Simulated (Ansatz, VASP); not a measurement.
## HRh8 in VASP and in Ansatz

The input INCAR:

```
SYSTEM = HRh8
ALGO = Normal
DIPOL = 0.5 0.5 0.305
EDIFF = 1E-7
ENCUT = 520
GGA = PE
IDIPOL = 3
ISIF = 2
ISMEAR = 0
IVDW = 12
LASPH = .True.
LCHARG = .False.
LDIPOL = .True.
LREAL = .False.
LWAVE = .False.
NBANDS = 70
NELM = 60
PREC = Accurate
SIGMA = 0.1
```

KPOINTS

```
k-points
0
Gamma
  5 7 1
  0 0 0
```

Contents of POSCAR:

```
HRh8
1.0
    5.3650160441      0.0000000000      0.0000000000
    0.0000000000      3.7936392259      0.0000000000
    0.0000000000      0.0000000000     21.2400770646
Rh H
8 1
Direct
    0.2500000000      0.5000000000      0.1883232338
    0.7500000000      0.5000000000      0.1883232338
    0.0000000000      0.0000000000      0.2514705570
    0.5000000000      0.0000000000      0.2514705570
    0.2500000000      0.5000000000      0.3153506346
    0.7500000000      0.5000000000      0.3153506346
    0.0000000000      0.0000000000      0.3738252475
    0.5000000000      0.0000000000      0.3738252475
    0.1666666667      0.0000000000      0.4915272686
```

Input for Ansatz:

```yaml
crystal:
  lattice:
    - [5.3650160441, 0.0, 0.0]
    - [0.0, 3.7936392259, 0.0]
    - [0.0, 0.0, 21.2400770646]
  atoms:
    - { symbol: Rh, position: [0.25, 0.5, 0.1883232338] }
    - { symbol: Rh, position: [0.75, 0.5, 0.1883232338] }
    - { symbol: Rh, position: [0.0, 0.0, 0.251470557] }
    - { symbol: Rh, position: [0.5, 0.0, 0.251470557] }
    - { symbol: Rh, position: [0.25, 0.5, 0.3153506346] }
    - { symbol: Rh, position: [0.75, 0.5, 0.3153506346] }
    - { symbol: Rh, position: [0.0, 0.0, 0.3738252475] }
    - { symbol: Rh, position: [0.5, 0.0, 0.3738252475] }
    - { symbol: H, position: [0.1666666667, 0.0, 0.4915272686] }
basis:
  ecutwfc: 420
kpoints:
  mp_grid: { grid: [5, 7, 1] }
hamiltonian:
  xc: pbe
  pseudopotentials: { kind: paw, azcp: { folder: soft_1 } }
  dispersion: d3bj
scf:
  occupations: { method: gaussian, width: 0.1 }
output:
  forces: true
  eigenvalues: true
  write_density: true
  write_potential: true
  elf: true
  volumetric_format: npy
efield:
  axis: 3
  dipole_correction: true
  ramp_width: 0.04
```

Alike in both runs: task single point; functional PBE; dispersion D3(BJ); k mesh 5 × 7 × 1; occupations gaussian, width 0.1 eV; no spin polarisation.

```csv
,VASP,Ansatz
version,VASP 6.6.1,Ansatz 0.2.0
potentials or method,"VASP PAW PBE potentials, release 64 (Rh_pv, H), cutoff 520 eV","scalar-relativistic, plane waves, PAW"
valence electrons in the cell,121,137
```

VASP gave:

* gap on the k mesh at the Fermi level (eV): none
* rms of the force components (eV/Å): 0.522

Question: Estimate Ansatz's values.

Answer: gap on the k mesh at the Fermi level (eV): none; rms of the force components (eV/Å): 0.521.

Atom by atom the forces differ by 0.002 eV/Å (rms over components). A gap of «none» marks a metal or a gap that the smearing closes. VASP's potentials hold 121 valence electrons a cell and Ansatz's 137, so a difference there can come from the potentials and not from the codes. Ansatz's warnings: xc potential rough in thin density.
